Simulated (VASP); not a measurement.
## Ta: single point with LDA

Ta:

```
Ta
1.0
     2.85656    0.00000    0.00000
    -1.42828    2.47385    0.00000
     0.00000    0.00000   10.02763
Ta
4
Direct
  0.00000 0.00000 0.00000
  0.00000 0.00000 0.50000
  0.33333 0.66667 0.25000
  0.66667 0.33333 0.75000
```

This isn't the form of Ta at room conditions, which is bcc.

```
Program                : VASP 6.6.1
Task                   : single point
Functional             : LDA
Potentials or basis    : VASP PAW LDA potentials, release 64 (Ta_pv)
Cutoff                 : 520 eV
k mesh                 : 14 × 14 × 4
Occupations            : fermi-dirac, width 0.1 eV
Spin                   : no spin polarisation
Dipole correction      : no
Further INCAR settings : ALGO = Normal; EDIFF = 1e-07; NBANDS = 30
```

- Pressure: 0.7 GPa
- Band gap on the k mesh: zero (bands 22 and 23 overlap by 1.12 eV)

Levels at points of the mesh, in eV from the Fermi level:
```csv
k point,band 19,band 20,band 21,band 22,band 23,band 24,band 25,band 26
"(0.00, 0.00, 0.00)",-0.49,0.38,0.41,0.41,0.53,0.53,0.88,0.88
"(0.50, 0.00, 0.00)",-2.32,-1.23,-0.31,0.49,0.70,1.96,2.61,2.67
"(0.00, 0.00, 0.50)",-0.50,-0.50,0.52,0.52,0.52,0.52,0.87,0.87
"(0.50, 0.00, 0.50)",-1.24,-1.24,0.63,0.63,1.21,1.21,1.49,1.49
```

Run time: 5.4 min on 1 thread of Intel Xeon 8259CL (shared host), peak memory 0.24 GiB.

Caveat: spin-orbit coupling is left out, which moves the levels of the heavy elements.
